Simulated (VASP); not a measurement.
## SnSe: relaxation of cell and atoms with LDA

The system is SnSe.

```
CELL_PARAMETERS angstrom
0.00000 2.77566 2.77566
2.77566 0.00000 2.77566
2.77566 2.77566 0.00000
ATOMIC_POSITIONS crystal
Sn 0.00000 0.00000 0.00000
Se 0.50000 0.50000 0.50000
```

```json
{"Program": "VASP 6.6.1", "Task": "relaxation of cell and atoms", "Functional": "LDA", "Potentials or basis": "VASP PAW LDA potentials, release 64 (Sn_d, Se)", "Cutoff": "500 eV", "k mesh": "12 × 12 × 12", "Occupations": "gaussian, width 0.01 eV", "Spin": "no spin polarisation", "Target pressure": "16 GPa", "Dipole correction": "no", "Further INCAR settings": "ALGO = Normal; EDIFF = 1e-07; IBRION = 2; EDIFFG = -0.001; NSW = 80; ISIF = 3"}
```

```json
{
 "Relaxed volume": "21.40 Å³/atom",
 "Relaxed cell": "a = 3.926 Å, b = 3.926 Å, c = 3.926 Å, α = 60.00°, β = 60.00°, γ = 60.00°",
 "Space group after relaxing (to 0.1 Å)": "Fm-3m (No. 225)",
 "Energy change on relaxing (the run minimises the enthalpy)": "-1.5 meV/atom",
 "Ionic steps": "3",
 "Pressure after relaxing": "16.0 GPa",
 "Band gap on the k mesh": "0.11 eV (least direct gap 0.40 eV)"
}
```

Step by step:
| step | energy change (eV) | largest force (eV/Å) | pressure (GPa) | volume (Å³) |
| --- | --- | --- | --- | --- |
| 1 | 0.0000 | 0.0000 | 16.07 | 42.77 |
| 2 | -0.0055 | 0.0000 | 15.93 | 42.82 |
| 3 | -0.0031 | 0.0000 | 15.99 | 42.80 |

Final structure:
```
CELL_PARAMETERS angstrom
0.00000 2.77632 2.77632
2.77632 0.00000 2.77632
2.77632 2.77632 0.00000
ATOMIC_POSITIONS crystal
Sn 0.00000 0.00000 0.00000
Se 0.50000 0.50000 0.50000
```

Levels at points of the mesh, in eV from the valence-band top:
| k point | band 8 | band 9 | band 10 | band 11 | band 12 | band 13 |
| --- | --- | --- | --- | --- | --- | --- |
| (0.00, 0.00, 0.00) | -3.24 | -3.24 | -3.24 | 4.84 | 4.84 | 4.84 |
| (0.50, 0.00, 0.00) | -2.89 | -2.89 | -0.61 | 0.63 | 0.63 | 1.28 |
| (0.50, 0.50, 0.00) | -6.54 | -5.22 | -5.22 | 1.78 | 6.41 | 6.41 |

Run time: 110 s on 1 thread of Intel(R) Xeon(R) Platinum 8375C CPU @ 2.90GHz (Ice Lake) (shared host), peak memory 0.18 GiB.

Caveat: the cell is relaxed towards a set pressure, so the run minimises the enthalpy, not the energy; spin-orbit coupling is left out, which moves the levels of the heavy elements. A k mesh can miss the band edges.
